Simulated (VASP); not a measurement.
# Cd2S: relaxation of cell and atoms with PBE

Crystal: Cd2S.

```
CELL_PARAMETERS angstrom
4.10000 0.00000 0.00000
0.00000 4.10000 0.00000
0.00000 0.00000 8.70000
ATOMIC_POSITIONS crystal
Cd 0.50000 0.50000 0.33500
Cd 0.50000 0.50000 0.66500
Cd 0.00000 0.00000 0.00000
Cd 0.00000 0.00000 0.50000
S 0.00000 0.50000 0.17000
S 0.50000 0.00000 0.83000
```

```json
{
  "Program": "VASP 6.6.1",
  "Task": "relaxation of cell and atoms",
  "Functional": "PBE",
  "Potentials or basis": "VASP PAW PBE potentials, release 64 (Cd, S)",
  "Cutoff": "600 eV",
  "k mesh": "4 × 4 × 2",
  "Occupations": "gaussian, width 0.2 eV",
  "Spin": "no spin polarisation",
  "Dipole correction": "no",
  "Further INCAR settings": "ALGO = Normal; EDIFF = 1e-07; IBRION = 2; EDIFFG = -0.08; NSW = 36; ISIF = 3"
}
```

```
Relaxed volume                        : 26.01 Å³/atom
Relaxed cell                          : a = 4.173 Å, b = 4.173 Å, c = 8.960 Å, α = 90.00°, β = 90.00°, γ = 90.00°
Space group after relaxing (to 0.1 Å) : P-4m2 (No. 115)
Energy gained by relaxing             : 33.5 meV/atom
Ionic steps                           : 6
Pressure after relaxing               : 0.0 GPa
Largest force after relaxing          : 0.079 eV/Å
Band gap on the k mesh                : zero (bands 30 and 31 overlap by 1.16 eV)
```

Forces on the atoms (eV/Å):
```
Cd   0.000  0.000  0.009
Cd   0.000  0.000 -0.009
Cd   0.000  0.000  0.000
Cd   0.000  0.000  0.000
S    0.000  0.000  0.079
S    0.000  0.000 -0.079
```

Stress tensor (GPa, compression positive):
```
-0.13  0.00  0.00
 0.00 -0.13  0.00
 0.00  0.00  0.24
```

The path:
| step | energy change (eV) | largest force (eV/Å) | pressure (GPa) | volume (Å³) |
| --- | --- | --- | --- | --- |
| 1 | 0.0000 | 0.9892 | 3.62 | 146.25 |
| 2 | -0.1819 | 0.3582 | -0.49 | 158.21 |
| 3 | -0.1819 | 0.3581 | -0.49 | 158.21 |
| 4 | -0.1956 | 0.1760 | -0.21 | 156.99 |
| 5 | -0.1987 | 0.0918 | 0.03 | 156.07 |
| 6 | -0.2009 | 0.0785 | 0.00 | 156.03 |

Final structure:
```cif
data_structure
_symmetry_space_group_name_H-M 'P 1'
_symmetry_Int_Tables_number 1
_cell_length_a 4.1731
_cell_length_b 4.1731
_cell_length_c 8.9601
_cell_angle_alpha 90.000
_cell_angle_beta 90.000
_cell_angle_gamma 90.000
_cell_volume 156.03
loop_
_atom_site_label
_atom_site_type_symbol
_atom_site_fract_x
_atom_site_fract_y
_atom_site_fract_z
_atom_site_occupancy
Cd1 Cd 0.50000 0.50000 0.34478 1
Cd2 Cd 0.50000 0.50000 0.65522 1
Cd3 Cd 0.00000 0.00000 0.00000 1
Cd4 Cd 0.00000 0.00000 0.50000 1
S1 S 0.00000 0.50000 0.16680 1
S2 S 0.50000 0.00000 0.83320 1
```

Levels at points of the mesh, in eV from the Fermi level:
```csv
k point,band 27,band 28,band 29,band 30,band 31,band 32,band 33,band 34
"(0.00, 0.00, 0.00)",-2.78,-1.84,-1.84,0.74,1.17,2.49,2.79,2.79
"(0.50, 0.00, 0.00)",-2.11,-2.03,-1.73,-1.39,0.84,1.23,3.73,4.23
"(0.50, 0.50, 0.00)",-3.40,-3.40,-1.22,-1.11,-0.42,-0.42,2.91,3.66
"(0.00, 0.00, 0.50)",-1.98,-1.98,-1.59,-0.97,2.05,2.69,2.82,3.05
"(0.50, 0.00, 0.50)",-2.54,-2.46,-2.10,-2.03,2.01,2.02,2.80,3.58
"(0.50, 0.50, 0.50)",-3.48,-3.48,-1.05,-0.85,-0.06,-0.06,2.37,2.39
```

Wall time 10 min on 1 thread of Intel Xeon 8259CL, on a shared host, peak memory 0.33 GiB.

Caveat: the k points lie up to 0.38 Å⁻¹ apart in the final cell, too coarse for converged energies and pressures of a metal; the relaxation stopped at a loose force limit of 0.08 eV/Å, so its end isn't a converged minimum.
